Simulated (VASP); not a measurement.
Pd: relaxation of cell and atoms with LDA

Crystal: Pd.

```
CELL_PARAMETERS angstrom
1.54500 1.54500 1.54500
-1.54500 1.54500 1.54500
-1.54500 -1.54500 1.54500
ATOMIC_POSITIONS crystal
Pd 0.00000 0.00000 0.00000
```

```json
{
 "Program": "VASP 6.6.1",
 "Task": "relaxation of cell and atoms",
 "Functional": "LDA",
 "Potentials or basis": "VASP PAW LDA potentials, release 64 (Pd)",
 "Cutoff": "500 eV",
 "k mesh": "8 × 8 × 8",
 "Occupations": "fermi-dirac, width 0.1 eV",
 "Spin": "no spin polarisation",
 "Dipole correction": "no",
 "Further INCAR settings": "ALGO = Normal; EDIFF = 1e-07; IBRION = 2; EDIFFG = -0.03; NSW = 80; ISIF = 3"
}
```

```yaml
Relaxed_volume: 14.33 Å³/atom
Relaxed_cell: a = 2.650 Å, b = 2.650 Å, c = 2.650 Å, α = 70.53°, β = 109.47°, γ = 70.53°
Space_group_after_relaxing_to_0.05_Å: Im-3m (No. 229)
Energy_gained_by_relaxing: 8.4 meV/atom
Ionic_steps: 3
Pressure_after_relaxing: -0.1 GPa
Band_gap_on_the_k_mesh: zero (band 5 reaches 10.76 eV, above the bottom of band 6 at 9.10 eV)
```

The path:
| step | energy change (eV) | largest force (eV/Å) | pressure (GPa) | volume (Å³) |
| --- | --- | --- | --- | --- |
| 1 | 0.0000 | 0.0000 | -6.01 | 14.75 |
| 2 | 0.0189 | 0.0000 | 12.88 | 13.60 |
| 3 | -0.0084 | 0.0000 | -0.10 | 14.33 |

Final structure:
```
Pd
1.0
     1.52997    1.52997    1.52997
    -1.52997    1.52997    1.52997
    -1.52997   -1.52997    1.52997
Pd
1
Direct
  0.00000 0.00000 0.00000
```

Levels at points of the mesh, in eV from the Fermi level:
| k point | band 3 | band 4 | band 5 | band 6 | band 7 | band 8 |
| --- | --- | --- | --- | --- | --- | --- |
| (0.00, 0.00, 0.00) | -3.11 | -3.11 | -0.98 | -0.98 | 19.39 | 19.39 |
| (0.50, 0.00, 0.00) | -1.06 | -0.71 | 0.68 | 1.29 | 8.18 | 15.16 |
| (0.50, 0.50, 0.50) | 0.26 | 0.26 | 0.26 | 9.25 | 9.25 | 9.25 |

Wall time 3.9 s on 1 thread of Intel(R) Xeon(R) 6975P-C (Granite Rapids), on a shared host, peak memory 0.12 GiB.
